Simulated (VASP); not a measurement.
Set up this calculation in VASP 6.6.1, as the native input.

* Task: single point
* Functional: PBE
* Potentials or basis: VASP PAW PBE potentials, release 64 (Sn_d, O)
* Cutoff: 520 eV
* k mesh: 5 × 5 × 7
* Occupations: fermi-dirac, width 0.05 eV
* Spin: no spin polarisation
* Dipole correction: no
* Further INCAR settings: ALGO = Normal; EDIFF = 1e-06; NBANDS = 35

The structure of SnO2 (Cassiterite) lies in POSCAR:

```
SnO2
1.0
    4.7380000000      0.0473800000      0.0000000000
    0.0473800000      4.7380000000      0.0000000000
    0.0000000000      0.0000000000      3.1865000000
Sn O
2 4
Direct
    0.5000000000      0.5000000000      0.5000000000
    0.0000000000      0.0000000000      0.0000000000
    0.8071000000      0.1929000000      0.5000000000
    0.6929000000      0.6929000000      0.0000000000
    0.1929000000      0.8071000000      0.5000000000
    0.3071000000      0.3071000000      0.0000000000
```

The input as run:

INCAR

```
PREC     = Accurate       # precision mode
ENCUT    = 520            # plane-wave cutoff, eV
EDIFF    = 1E-6           # SCF threshold, eV
ISMEAR   = -1             # smearing method
SIGMA    = 0.05           # smearing width, eV
LREAL    = False          # projectors in reciprocal space
LASPH    = True           # aspherical terms in the spheres
NELM     = 80             # most SCF steps
ALGO     = Normal         # electronic algorithm
ISIF     = 2              # what is computed and relaxed
LWAVE    = False          # write WAVECAR
LCHARG   = False          # write CHGCAR
GGA      = PE             # functional
NBANDS   = 35             # bands
```

KPOINTS

```
regular mesh
0
Gamma
  5 5 7
```

Potentials or basis: VASP PAW PBE potentials, release 64 (Sn_d, O).

Run with:

```console
$ cat potpaw_PBE.64/Sn_d/POTCAR potpaw_PBE.64/O/POTCAR > POTCAR
$ mpirun -np 1 vasp_std > vasp.out
```

Results of the run:

- Pressure: 11.9 GPa
- Largest force: 0.349 eV/Å
- Band gap on the k mesh: 1.27 eV, direct

Caveat: spin-orbit coupling is left out, which moves the levels of the heavy elements.

Run time: 2.6 min on 1 thread of AMD EPYC 7R13, with other jobs on the host, peak memory 0.18 GiB.
